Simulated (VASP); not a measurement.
Runs of VASP 6.6.1 on Mo. The structure is that of space group Cmmm (No. 65), or close to it. The cells are those of the table. 

```tsv
cell	further INCAR settings	gap on the mesh (eV)	pressure (GPa)
a = 2.736, b = 2.943, c = 2.555 Å, angles 90.0, 90.0, 117.7°, 1 atom	ALGO = Fast; EDIFF = 1e-06; NBANDS = 13	none	(b)
a = 2.736, b = 2.891, c = 2.555 Å, angles 90.0, 90.0, 118.2°, 1 atom	ALGO = Fast; EDIFF = 1e-06; NBANDS = 13	none	(a)
a = 2.736, b = 2.917, c = 2.555 Å, angles 90.0, 90.0, 118.0°, 1 atom	ALGO = Fast; EDIFF = 1e-06; NBANDS = 13	none	-17.6
a = 2.736, b = 2.533, c = 2.555 Å, angles 90.0, 90.0, 122.7°, 1 atom	ALGO = Fast; EDIFF = 1e-07; NBANDS = 13	none	27.2
a = 2.736, b = 2.583, c = 2.555 Å, angles 90.0, 90.0, 122.0°, 1 atom	ALGO = Fast; EDIFF = 1e-06; NBANDS = 13	none	17.7
```

Alike in all rows: task single point; level PBEsol; potentials or basis VASP PAW PBE potentials, release 64 (Mo_sv); no spin polarisation; k mesh 18 × 18 × 18; cutoff (eV) 520; smearing gaussian 0.15 eV.

Question: Fill in the values left out.

Answer: (a) -16.1; (b) -19.0.

Caveats: the PAW data sets were made with another functional, which shifts forces and pressure a little; the stress differs along the axes, from -22 to -16 GPa (at least some runs); the cell stands under tension (at least some runs); the stress differs along the axes, from -21 to -16 GPa (at least some runs); the stress differs along the axes, from 4 to 41 GPa (at least some runs); the stress differs along the axes, from -0 to 28 GPa (at least some runs).

A k mesh can miss the band edges, and the runs leave out spin-orbit coupling on Mo.

A gap of «none» marks levels without a gap at the run's occupations.
